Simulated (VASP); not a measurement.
Write the native input for VASP 6.6.1 that does the following.

* Task: single point
* Functional: PBE
* Potentials or basis: VASP PAW PBE potentials, release 64 (In_d, Se)
* Cutoff: 520 eV
* k mesh: 12 × 12 × 12
* Occupations: gaussian, width 0.1 eV
* Spin: no spin polarisation
* Dipole correction: no
* Further INCAR settings: ALGO = Normal; EDIFF = 1e-06; NBANDS = 30

The structure of In3Se lies in POSCAR:

```
In3Se
1.0
   -3.0672105328      3.0672105328      3.0672105328
    3.0672105328     -3.0672105328      3.0672105328
    3.0672105328      3.0672105328     -3.0672105328
In Se
3 1
Direct
    0.0000000000      0.5000000000      0.5000000000
    0.5000000000      0.0000000000      0.5000000000
    0.5000000000      0.5000000000      0.0000000000
    0.0000000000      0.0000000000      0.0000000000
```

This cell differs from its parent crystal: volume scaled by 1.03.

These files were run (other wordings do the same):

INCAR

```
SYSTEM = In3Se
PREC = Accurate
ENCUT = 520
EDIFF = 1E-6
ISMEAR = 0
SIGMA = 0.1
LREAL = .False.
LASPH = .True.
NELM = 100
ALGO = Normal
ISIF = 2
LWAVE = .False.
LCHARG = .False.
GGA = PE
NBANDS = 30
```

KPOINTS

```
Automatic mesh
0
Gamma
  12 12 12
  0 0 0
```

Potentials or basis: VASP PAW PBE potentials, release 64 (In_d, Se).

Run with:

```bash
$ cat potpaw_PBE.64/In_d/POTCAR potpaw_PBE.64/Se/POTCAR > POTCAR
$ mpirun -np 1 vasp_std > vasp.out
```

It gave:

```yaml
Pressure: -1.0 GPa
```

Wall time 3.8 min on 1 thread of Intel Xeon 6975P-C (shared host), peak memory 0.38 GiB.
